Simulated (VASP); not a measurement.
CuH4:

```xyz
5
Lattice="3.4812 -3.4812 0.0000 3.4812 3.4812 0.0000 0.0000 0.0000 3.2000" Properties=species:S:1:pos:R:3 pbc="T T T"
Cu    0.0000    0.0000    0.0000
H     3.4812   -1.3577    0.0000
H     3.4812    1.3577    0.0000
H     5.6047    0.0000    1.6000
H     1.3577    0.0000    1.6000
```

* Program: VASP 6.6.1
* Task: relaxation of cell and atoms
* Functional: PBE
* Potentials or basis: VASP PAW PBE potentials, release 64 (Cu, H)
* Cutoff: 600 eV
* k mesh: 4 × 4 × 6
* Occupations: gaussian, width 0.1 eV
* Spin: no spin polarisation

At the start: pressure -13.8 GPa; volume 15.51 Å³/atom.

Task: How do energy, volume and symmetry change on relaxing?

Result: Over 59 steps the energy falls by 1216.9 meV/atom and the volume is 11.79 Å³/atom (-24.0 %); space group Cmmm (No. 65, to 0.05 Å).

Step by step:
```csv
step,energy change (eV),largest force (eV/Å),pressure (GPa),volume (Å³)
1,0.0000,1.3537,-13.81,77.56
3,-1.8767,4.5224,51.96,31.41
5,-3.7103,0.5657,1.86,40.46
7,-3.7155,0.4621,0.41,41.03
9,-3.7611,0.3576,1.27,40.46
11,-3.7737,0.0785,-0.29,40.78
13,-3.7824,0.0861,0.63,40.41
15,-3.7834,0.4902,6.09,38.60
17,-3.7919,0.2828,3.65,39.37
19,-3.7942,0.2931,3.75,39.33
21,-3.8039,0.3435,4.24,39.15
23,-3.8558,0.7272,6.80,38.33
25,-3.9313,2.7747,40.48,33.43
27,-3.9784,3.7013,33.89,34.12
29,-3.9640,3.5674,35.67,33.93
31,-5.3119,5.4365,7.89,42.29
33,-5.4867,1.5520,10.17,40.28
35,-5.7135,1.7000,0.58,44.26
37,-5.9604,0.3299,-2.03,51.34
39,-6.0252,0.7466,-0.41,51.72
41,-6.0433,0.3043,1.29,51.75
43,-6.0676,0.1701,0.46,53.75
45,-6.0664,0.5308,-0.11,54.03
47,-6.0719,0.1127,0.25,54.11
49,-6.0767,0.0692,0.14,55.82
51,-6.0782,0.2283,0.25,56.40
53,-6.0809,0.1560,0.10,57.09
55,-6.0831,0.0931,-0.18,58.64
57,-6.0842,0.0954,0.04,58.88
59,-6.0845,0.0363,0.22,58.95
```

Final structure:
```
Cu H
1.0
     4.19806   -2.92802    0.00000
     4.19806    2.92802    0.00000
     0.00000    0.00000    2.39787
Cu H
1 4
Cartesian
  0.0000 0.0000 0.0000
  4.1981 -0.3749 0.0000
  4.1981 0.3749 0.0000
  7.2981 0.0000 1.1989
  1.0980 0.0000 1.1989
```

Caveat: the volume moved by over 15 % at a fixed basis, so the end points are rough.
